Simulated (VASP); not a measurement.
A run of VASP 6.6.1:

The input INCAR:

```
SYSTEM = GaP
  ALGO = Normal
  EDIFF = 1E-6
  ENCUT = 520
  GGA = CA
  ISIF = 2
  ISMEAR = -1
  LASPH = .True.
  LCHARG = .False.
  LREAL = .False.
  LWAVE = .False.
  NBANDS = 26
  NELM = 100
  PREC = Accurate
  SIGMA = 0.05
```

Contents of KPOINTS:

```
k-points
0
Gamma
  8 8 8
  0 0 0
```

Contents of POSCAR:

```
GaP
1.0
    1.9430151755      1.1218003346      6.4308101003
   -1.9430151755      1.1218003346      6.4308101003
    0.0000000000     -2.2436006692      6.4308101003
Ga P
2 2
Direct
    0.5646280000      0.5646280000      0.5646280000
    0.4353720000      0.4353720000      0.4353720000
    0.9426110000      0.9426110000      0.9426110000
    0.0573890000      0.0573890000      0.0573890000
```

Potentials or basis: VASP PAW LDA potentials, release 64 (Ga_d, P).

Run with:

```sh
$ cat potpaw_LDA.64/Ga_d/POTCAR potpaw_LDA.64/P/POTCAR > POTCAR
$ mpirun -np 1 vasp_std > vasp.out
```

Hardware: 1 thread of Intel(R) Xeon(R) 6975P-C (Granite Rapids), on a shared host.

**Question.** How long does it take, and how much memory?

**Answer.** Wall time 2.5 min on 1 thread of Intel(R) Xeon(R) 6975P-C (Granite Rapids), with other jobs on the host, peak memory 0.36 GiB. Counts: scf iterations 13, k points 65.
